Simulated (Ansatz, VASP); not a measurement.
## HfN in VASP and in Ansatz

Contents of POSCAR:

```
HfN
1.0
    0.0000000000      2.4458088211      2.4458088211
    2.4458088211      0.0000000000      2.4458088211
    2.4458088211      2.4458088211      0.0000000000
Hf N
1 1
Direct
    0.0000000000      0.0000000000      0.0000000000
    0.7500000000      0.7500000000      0.7500000000
```

The input INCAR.step1:

```
PREC     = Accurate       # precision mode
ENCUT    = 520            # plane-wave cutoff, eV
ISMEAR   = 0              # smearing method
SIGMA    = 0.15           # smearing width, eV
LREAL    = False          # projectors in reciprocal space
LASPH    = True           # aspherical terms in the spheres
NELM     = 100            # most SCF steps
NBANDS   = 14             # bands
GGA      = PE             # functional
ALGO     = Normal         # electronic algorithm
EDIFF    = 1E-4           # SCF threshold, eV
LWAVE    = True           # write WAVECAR
LCHARG   = False          # write CHGCAR
```

Contents of INCAR.step2:

```
PREC     = Accurate       # precision mode
ENCUT    = 520            # plane-wave cutoff, eV
EDIFF    = 1E-6           # SCF threshold, eV
ISMEAR   = 0              # smearing method
SIGMA    = 0.15           # smearing width, eV
LREAL    = False          # projectors in reciprocal space
LASPH    = True           # aspherical terms in the spheres
NELM     = 100            # most SCF steps
ALGO     = Normal         # electronic algorithm
ISIF     = 2              # what is computed and relaxed
LWAVE    = False          # write WAVECAR
LCHARG   = True           # write CHGCAR
METAGGA  = R2SCAN         # meta-GGA
LMIXTAU  = True         
LELF     = True           # ELF
LVHAR    = True         
NBANDS   = 14             # bands
ISTART   = 1
```

Contents of KPOINTS:

```
Automatic mesh
0
Gamma
  24 24 24
```

Input for Ansatz:

```yaml
crystal:
  lattice:
    - [0.0, 2.4458088211, 2.4458088211]
    - [2.4458088211, 0.0, 2.4458088211]
    - [2.4458088211, 2.4458088211, 0.0]
  atoms:
    - { symbol: Hf, position: [0.0, 0.0, 0.0] }
    - { symbol: "N", position: [0.75, 0.75, 0.75] }
basis:
  ecutwfc: 500
kpoints:
  mp_grid: { grid: [24, 24, 24] }
hamiltonian:
  xc: r2scan
scf:
  occupations: { method: gaussian, width: 0.15 }
output:
  forces: true
  stress: true
  eigenvalues: true
  write_density: true
  write_potential: true
  elf: true
  volumetric_format: npy
```

Alike in both runs: task single point; functional r2SCAN; k mesh 24 × 24 × 24; occupations gaussian, width 0.15 eV; no spin polarisation.

```csv
,VASP,Ansatz
version,VASP 6.6.1,Ansatz 0.2.0
potentials or method,"VASP PAW PBE potentials, release 64 (Hf_pv, N), cutoff 520 eV","scalar-relativistic, plane waves, PAW"
valence electrons in the cell,15,31
```

|  | VASP | Ansatz | Ansatz less VASP |
| --- | --- | --- | --- |
| gap on the k mesh at the Fermi level (eV) | none | none | - |
| pressure (GPa) | -1.3 | 0.0 | +1.36 |

VASP's potentials were made for PBE, not for r2SCAN. A gap of «none» marks a metal or a gap that the smearing closes. With one functional, cell and mesh, what is left measures potentials, basis and numerics. VASP's potentials hold 15 valence electrons a cell and Ansatz's 31, so a difference there can come from the potentials and not from the codes.

Spin-orbit coupling is off throughout.
